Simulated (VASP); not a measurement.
Here is a VASP 6.6.1 calculation.

The input INCAR:

```
PREC = Accurate
ENCUT = 500
EDIFF = 1E-7
ISMEAR = 0
SIGMA = 0.1
LREAL = False
LASPH = True
NELM = 200
ALGO = Normal
ISIF = 3
LWAVE = False
LCHARG = False
GGA = PE
IBRION = 2
NSW = 100
EDIFFG = -0.01
GGA_COMPAT = False
NELMIN = 4
LMAXMIX = 6
```

The input KPOINTS:

```
regular mesh
0
Gamma
  12 12 12
```

File POSCAR:

```
TmH
1.0
    0.0000000000      3.4021121223      3.4021121223
    3.4021121223      0.0000000000      3.4021121223
    3.4021121223      3.4021121223      0.0000000000
Tm H
2 2
Direct
    0.2500000000      0.2500000000      0.2500000000
    0.0000000000      0.0000000000      0.0000000000
    0.7500000000      0.7500000000      0.7500000000
    0.5000000000      0.5000000000      0.5000000000
```

Potentials or basis: VASP PAW PBE potentials, release 64 (Tm_3, H), 4f in core.

Run with:

```sh
$ cat potpaw_PBE.64/Tm_3/POTCAR potpaw_PBE.64/H/POTCAR > POTCAR
$ mpirun -np 1 vasp_std > vasp.out
```

**Question.** Predict the band gap on the k mesh.

**Answer.** Zero (bands 10 and 11 overlap by 1.06 eV).

Final structure:
```
CELL_PARAMETERS angstrom
0.00000 3.40211 3.40211
3.40211 0.00000 3.40211
3.40211 3.40211 0.00000
ATOMIC_POSITIONS crystal
Tm 0.25000 0.25000 0.25000
Tm 0.00000 0.00000 0.00000
H 0.75000 0.75000 0.75000
H 0.50000 0.50000 0.50000
```

Caveat: the relaxation stopped at its first step, so nothing moved; spin-orbit coupling is left out, which moves the levels of the heavy elements; the 4f electrons are frozen in the core, so they carry no moment and show no levels. Spin polarisation is off, so any magnetic state and its effect on volume and gap are missing.
